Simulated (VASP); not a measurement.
Wanted: the native input for a VASP 6.6.1 run.

* Task: relaxation of the atoms
* Functional: PBE
* Potentials or basis: VASP PAW PBE potentials, release 64 (Zr_sv, N)
* Cutoff: 520 eV
* k mesh: 6 × 6 × 6
* Occupations: fermi-dirac, width 0.02 eV
* Spin: no spin polarisation
* Dipole correction: no
* Further INCAR settings: ALGO = Normal; EDIFF = 1e-07; IBRION = 2; EDIFFG = -0.02; NSW = 80

The structure of Zr3N4 lies in POSCAR:

```
Zr3N4
1.0
   -3.4143471909      3.4143471909      3.4143471909
    3.4143471909     -3.4143471909      3.4143471909
    3.4143471909      3.4143471909     -3.4143471909
Zr N
6 8
Direct
    0.2500000000      0.6250000000      0.3750000000
    0.3750000000      0.2500000000      0.6250000000
    0.7500000000      0.8750000000      0.1250000000
    0.1250000000      0.7500000000      0.8750000000
    0.6250000000      0.3750000000      0.2500000000
    0.8750000000      0.1250000000      0.7500000000
    0.1374207936      0.1374207936      0.1374207936
    0.8625792064      0.5000000000      0.0000000000
    0.5000000000      0.0000000000      0.3625792064
    0.0000000000      0.8625792064      0.5000000000
    0.3625792064      0.5000000000      0.0000000000
    0.6374207936      0.6374207936      0.6374207936
    0.0000000000      0.3625792064      0.5000000000
    0.5000000000      0.0000000000      0.8625792064
```

One way to write it, as run:

INCAR

```
PREC = Accurate
ENCUT = 520
EDIFF = 1E-7
ISMEAR = -1
SIGMA = 0.02
LREAL = False
LASPH = True
NELM = 120
ALGO = Normal
ISIF = 2
LWAVE = False
LCHARG = False
GGA = PE
IBRION = 2
NSW = 80
EDIFFG = -0.02
GGA_COMPAT = False
NELMIN = 4
KPAR = 4
```

KPOINTS

```
Automatic mesh
0
Gamma
  6 6 6
```

Potentials or basis: VASP PAW PBE potentials, release 64 (Zr_sv, N).

Launch:

```sh
$ cat potpaw_PBE.64/Zr_sv/POTCAR potpaw_PBE.64/N/POTCAR > POTCAR
$ mpirun -np 4 vasp_std > vasp.out
```

It gave:

The energy gained by relaxing is 2.4 meV/atom and the ionic steps are 5. The pressure after relaxing is -3.5 GPa and the largest force after relaxing is 0.004 eV/Å. The band gap on the k mesh is 0.69 eV.

Caveat: semilocal functionals underestimate gaps, and a narrow one can read as zero.

It took 8.3 min on 4 MPI ranks on Oxide Virtual Turin-like Processor, with other jobs on the host, peak memory 0.38 GiB a rank.
